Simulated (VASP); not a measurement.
Set up this calculation in VASP 6.6.1, as the native input.

```yaml
Task: single point
Functional: PBE
Potentials_or_basis: VASP PAW PBE potentials, release 64 (B, N)
Cutoff: 520 eV
k_mesh: 12 × 12 × 12
Occupations: fermi-dirac, width 0.02 eV
Spin: no spin polarisation
Dipole_correction: no
Further_INCAR_settings: ALGO = Normal; EDIFF = 1e-06; NBANDS = 11
```

The structure of BN lies in POSCAR:

```
BN
1.0
    0.0000000000      1.6759929025      1.6759929025
    1.6759929025      0.0000000000      1.6759929025
    1.6759929025      1.6759929025      0.0000000000
B N
1 1
Direct
    0.0000000000      0.0000000000      0.0000000000
    0.5000000000      0.5000000000      0.5000000000
```

This cell differs from its parent crystal: strain -4.0%.

One way to write it, as run:

INCAR

```
ALGO = Normal ; EDIFF = 1E-6
ENCUT = 520 ; GGA = PE
ISIF = 2 ; ISMEAR = -1
LASPH = T ; LCHARG = F
LREAL = F ; LWAVE = F
NBANDS = 11 ; NELM = 100
PREC = Accurate ; SIGMA = 0.02
```

KPOINTS

```
k-points
0
Gamma
  12 12 12
```

Potentials or basis: VASP PAW PBE potentials, release 64 (B, N).

Run with:

```console
$ cat potpaw_PBE.64/B/POTCAR potpaw_PBE.64/N/POTCAR > POTCAR
$ mpirun -np 1 vasp_std > vasp.out
```

It gave:

```
Pressure               : 65.3 GPa
Band gap on the k mesh : 2.16 eV, indirect (least direct gap 6.30 eV)
```

Caveat: the cell differs from its parent crystal (strain -4.0%).

Wall time 8.6 s on 1 thread of Intel(R) Xeon(R) Platinum 8259CL CPU @ 2.50GHz (Skylake/Cascade Lake) (shared host), peak memory 0.11 GiB.
